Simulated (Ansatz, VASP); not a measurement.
## La4H: VASP beside Ansatz

```
La H
1.0
    -3.28356    3.28356    3.28356
     3.28356   -3.28356    3.28356
     3.28356    3.28356   -3.28356
La H
4 1
Direct
  0.50000 0.50000 0.50000
  0.00000 0.00000 0.50000
  0.00000 0.50000 0.00000
  0.50000 0.00000 0.00000
  0.00000 0.00000 0.00000
```

Alike in both runs: functional PBE; k mesh 4 × 4 × 4; occupations gaussian, width 0.1 eV; no spin polarisation.

Ansatz relaxed the structure, and its values are those at the end. VASP's run is a single point on that final structure, the one shown.

|  | VASP | Ansatz |
| --- | --- | --- |
| version | VASP 6.6.1 | Ansatz 0.2.0 |
| potentials or method | VASP PAW PBE potentials, release 64 (La, H), cutoff 520 eV | scalar-relativistic, plane waves, PAW |
| valence electrons in the cell | 45 | 45 |

```tsv
	VASP	Ansatz	Ansatz less VASP
gap on the k mesh at the Fermi level (eV)	none	none	-
pressure (GPa)	-0.2	-0.2	-0.02
```

A gap of «none» marks a metal or a gap that the smearing closes.

Spin-orbit coupling is off throughout.
